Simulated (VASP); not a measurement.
# GaP (lda) (F-43m) in VASP: vibrations by perturbation theory with LDA

Aim: the vibrations by perturbation theory of GaP (lda) with LDA.

Everything below comes from runs of VASP 6.6.1. Logs are shortened: lines on timing, memory, paths and dates and some standing lists are left out, and cuts for length are marked.

## (1) The cell of the first run

Symmetry: F-43m, No. 216, cubic system. Conventional cell: a = 5.391 Å, b = 5.391 Å, c = 5.391 Å, α = 90.00°, β = 90.00°, γ = 90.00°. Ga (site symmetry -43m) has 4 P at 2.33 Å within 3.1 Å. P (site symmetry -43m) has 4 Ga at 2.33 Å within 3.1 Å.

## (2) Vibrations by perturbation theory, LDA

Input file INCAR:

```
  PREC = Accurate
  ENCUT = 500
  EDIFF = 1E-8
  ISMEAR = 0
  SIGMA = 0.01
  LREAL = False
  LASPH = True
  NELM = 120
  ALGO = Normal
  ISIF = 2
  LWAVE = False
  LCHARG = False
  GGA = CA
  NBANDS = 16
  IBRION = 8
  NSW = 1
  LEPSILON = True
  GGA_COMPAT = False
```

Input file KPOINTS:

```
Automatic mesh
0
Gamma
  8 8 8
```

Input file POSCAR:

```
GaP
1.0
    0.0000000000      2.6956550727      2.6956550727
    2.6956550727      0.0000000000      2.6956550727
    2.6956550727      2.6956550727      0.0000000000
Ga P
1 1
Direct
    0.0000000000      0.0000000000      0.0000000000
    0.7500000000      0.7500000000      0.7500000000
```

Potentials or basis: VASP PAW LDA potentials, release 64 (Ga_d, P).

Command:

```bash
> cat potpaw_LDA.64/Ga_d/POTCAR potpaw_LDA.64/P/POTCAR > POTCAR
> mpirun -np 1 vasp_std > vasp.out
```

OUTCAR:

```text
PREC = Accurate
   ENCUT = 500
   EDIFF = 1E-8
   ISMEAR = 0
   LREAL = False
   LASPH = True
   NELM = 120
   ISIF = 2
   GGA = CA
   IBRION = 8
   NSW = 1
   LEPSILON = True

 ion  position               nearest neighbor table
   1  0.000  0.000  0.000-   2 2.33   2 2.33   2 2.33   2 2.33
   2  0.750  0.750  0.750-   1 2.33   1 2.33   1 2.33   1 2.33

  LATTYP: Found a face centered cubic cell.
 ALAT       =     5.3913101454

  Lattice vectors:

 A1 = (   0.0000000000,   2.6956550727,   2.6956550727)
 A2 = (   2.6956550727,   0.0000000000,   2.6956550727)
 A3 = (   2.6956550727,   2.6956550727,   0.0000000000)

Analysis of symmetry for initial positions (statically):
[... 5 lines left out ...]
 face centered cubic supercell.

 Subroutine GETGRP returns: Found 24 space group operations
 (whereof 24 operations were pure point group operations)
 out of a pool of 48 trial point group operations.

The static configuration has the point symmetry T_d .

Analysis of symmetry for dynamics (positions and initial velocities):
[... 5 lines left out ...]
 face centered cubic supercell.

 Subroutine GETGRP returns: Found 24 space group operations
 (whereof 24 operations were pure point group operations)
 out of a pool of 48 trial point group operations.

The dynamic configuration has the point symmetry T_d .

 Subroutine INISYM returns: Found 24 space group operations
 (whereof 24 operations are pure point group operations),
 and found     1 'primitive' translations

----------------------------------------------------------------------------------------

                                     Primitive cell

  volume of cell :      39.1763

  direct lattice vectors                    reciprocal lattice vectors
     0.000000000  2.695655073  2.695655073    -0.185483672  0.185483672  0.185483672
     2.695655073  0.000000000  2.695655073     0.185483672 -0.185483672  0.185483672
     2.695655073  2.695655073  0.000000000     0.185483672  0.185483672 -0.185483672

[... 675 lines left out ...]
    -0.01291  0.00000  0.00000
     0.00000  0.00865  7.75015
     0.00000  7.75015  0.00865

 MACROSCOPIC STATIC DIELECTRIC TENSOR (including local field effects in DFT)
 ------------------------------------------------------
          11.462082     0.000000     0.000000
           0.000000    11.462082     0.000000
          -0.000000    -0.000000    11.462082
 ------------------------------------------------------

 PIEZOELECTRIC TENSOR (including local field effects)  for field in x, y, z        (e  Angst)
          XX          YY          ZZ          XY          YZ          ZX
  --------------------------------------------------------------------------------
  x    -0.00000    -0.00000     0.00000     0.00000     1.93501     0.00000
  y     0.00000    -0.00000     0.00000     0.00000     0.00000     1.93501
  z    -0.00000     0.00000     0.00000     1.93501     0.00000     0.00000

 PIEZOELECTRIC TENSOR (including local field effects)  for field in x, y, z        (C/m^2)
          XX          YY          ZZ          XY          YZ          ZX
  --------------------------------------------------------------------------------
  x    -0.00000    -0.00000     0.00000     0.00000     0.79136     0.00000
  y     0.00000    -0.00000     0.00000     0.00000     0.00000     0.79136
  z    -0.00000     0.00000     0.00000     0.79136     0.00000     0.00000

 BORN EFFECTIVE CHARGES (including local field effects) (in |e|, cummulative output)
 ---------------------------------------------------------------------------------
 ion    1
    1     2.12094     0.00000     0.00000
    2     0.00000     2.12094     0.00000
    3    -0.00000     0.00000     2.12094
 ion    2
    1    -2.12094     0.00000     0.00000
    2     0.00000    -2.12094     0.00000
    3     0.00000     0.00000    -2.12094

 INTERNAL STRAIN TENSOR FOR ION    2 for displacements in x,y,z  (eV/Angst):
          X           Y           Z          XY          YZ          ZX
  --------------------------------------------------------------------------------
  x     0.00000    -0.00000    -0.00000     0.00000     7.75015     0.00000
  y     0.00000     0.00000     0.00000     0.00000     0.00000     7.75015
  z    -0.00000    -0.00000     0.00000     7.75015     0.00000     0.00000

 SECOND DERIVATIVES (NOT SYMMETRIZED)
 ------------------------------------
               1X          1Y          1Z          2X          2Y          2Z
  1X   -10.509041    0.000000    0.000000   10.509041    0.000000    0.000000
  1Y     0.000000  -10.509041    0.000000    0.000000   10.509041    0.000000
  1Z     0.000000    0.000000  -10.509041    0.000000    0.000000   10.509041
  2X    10.502117    0.000000    0.000000  -10.502117    0.000000    0.000000
  2Y     0.000000   10.502117    0.000000    0.000000  -10.502117    0.000000
  2Z     0.000000    0.000000   10.502117    0.000000    0.000000  -10.502117

 Eigenvectors and eigenvalues of the dynamical matrix
 ----------------------------------------------------

   1 f  =   10.940944 THz    68.743976 2PiTHz  364.950594 cm-1    45.248086 meV
             X         Y         Z           dx          dy          dz
      0.000000  0.000000  0.000000     0.000000    0.554740    0.000000
      4.043483  4.043483  4.043483     0.000000   -0.832024    0.000000
[... 21 lines left out ...]
   6 f/i=    0.001664 THz     0.010457 2PiTHz    0.055513 cm-1     0.006883 meV
             X         Y         Z           dx          dy          dz
      0.000000  0.000000  0.000000     0.000000    0.000000    0.832024
      4.043483  4.043483  4.043483     0.000000    0.000000    0.554740

--------------------------------------------------------------------------------------------------------

 MACROSCOPIC STATIC DIELECTRIC TENSOR IONIC CONTRIBUTION
 ------------------------------------------------------
           1.977796    -0.000000     0.000000
          -0.000000     1.977796     0.000000
           0.000000     0.000000     1.977796
 ------------------------------------------------------

 ELASTIC MODULI CONTR FROM IONIC RELAXATION (kBar)
 Direction    XX          YY          ZZ          XY          YZ          ZX
 --------------------------------------------------------------------------------
 XX          -0.0000     -0.0000     -0.0000      0.0000      0.0000     -0.0000
 YY          -0.0000     -0.0000     -0.0000      0.0000      0.0000      0.0000
 ZZ          -0.0000     -0.0000     -0.0000      0.0000      0.0000     -0.0000
 XY           0.0000      0.0000      0.0000   -231.5853     -0.0000     -0.0000
 YZ           0.0000      0.0000      0.0000     -0.0000   -231.5853      0.0000
 ZX          -0.0000      0.0000     -0.0000     -0.0000      0.0000   -231.5853
 --------------------------------------------------------------------------------

 PIEZOELECTRIC TENSOR IONIC CONTR  for field in x, y, z        (C/m^2)
          XX          YY          ZZ          XY          YZ          ZX
  --------------------------------------------------------------------------------
  x     0.00000     0.00000     0.00000    -0.00000    -0.63682     0.00000
  y    -0.00000     0.00000    -0.00000    -0.00000     0.00000    -0.63682
  z     0.00000     0.00000     0.00000    -0.63682    -0.00000    -0.00000
```

OSZICAR:

```text
N       E                     dE             d eps       ncg     rms          rms(c)
DAV:   1     0.791884036117E+02    0.79188E+02   -0.88156E+03   952   0.160E+03
DAV:   2    -0.449001356152E+01   -0.83678E+02   -0.80109E+02  1024   0.312E+02
[... 199 lines left out ...]
RMM:   5    -0.476847342615E-01   -0.91527E-05   -0.28090E-05  6448   0.198E-02    0.672E-03
RMM:   6    -0.476679296081E-01    0.16805E-04   -0.27258E-06  6071   0.673E-03    0.411E-03
RMM:   7    -0.476666716007E-01    0.12580E-05    0.73982E-07  6351   0.257E-03    0.318E-04
RMM:   8    -0.476649867074E-01    0.16849E-05    0.76654E-08  6199   0.880E-04    0.138E-04
RMM:   9    -0.476647452477E-01    0.24146E-06    0.16706E-08  6459   0.275E-04    0.165E-05
RMM:  10    -0.476647669180E-01   -0.21670E-07   -0.47250E-09  6287   0.954E-05    0.355E-06
RMM:  11    -0.476647674317E-01   -0.51369E-09    0.10531E-09  6390   0.378E-05    0.201E-06
 Linear response finished
```

stdout:

```text
POSCAR found type information on POSCAR GaP
 POSCAR found :  2 types and       2 ions
 scaLAPACK will be used
 LDA part: xc-table for (Slater(with rela. corr.)+CA(PZ))
 , standard interpolation
 POSCAR, INCAR and KPOINTS ok, starting setup
 FFT: planning ... GRIDC
 FFT: planning ... GRID_SOFT
 FFT: planning ... GRID
[... 24 lines left out ...]
 Linear response to external field, progress :
  Direction:   3
 dielectric tensor                  component  3 :     2.822     2.484    11.462
 Linear response DOF=           2
 Linear response progress:
 first order change of Fermi-energy   0.14960E+00
 force on displaced ion       1 direction 1 : -10.509  -0.000  -0.000
 Born effective charge ion    1 direction 1 :   2.048   0.000   0.000
 Linear response progress:
 first order change of Fermi-energy  -0.14943E+00
 force on displaced ion       2 direction 1 : -10.502   0.000   0.000
 Born effective charge ion    2 direction 1 :  -2.188   0.000   0.000
 Born effective charges drift removed
 Linear response finished
```

Wall time 4.1 min (1 thread of Intel Xeon Platinum 8559C (Emerald Rapids), shared host); peak memory 0.25 GiB.

What came out:

```
Electronic dielectric tensor (diagonal)                 : 11.46
Born charges (mean of the diagonal)                     : Ga +2.12; P -2.12 e
Highest phonon frequency at Γ, LO-TO splitting left out : 365 cm⁻¹
```

Phonon frequencies in cm⁻¹ (negative: imaginary):
```csv
q point,frequencies
"(0.000, 0.000, 0.000)",0 0 0 365 365 365
```

Electronic dielectric tensor:
```
11.46  0.00  0.00
 0.00 11.46  0.00
 0.00  0.00 11.46
```

Born effective charge tensors (e):
atom 1, Ga
```
2.12 0.00 0.00
0.00 2.12 0.00
0.00 0.00 2.12
```
atom 2, P
```
-2.12  0.00  0.00
 0.00 -2.12  0.00
 0.00  0.00 -2.12
```
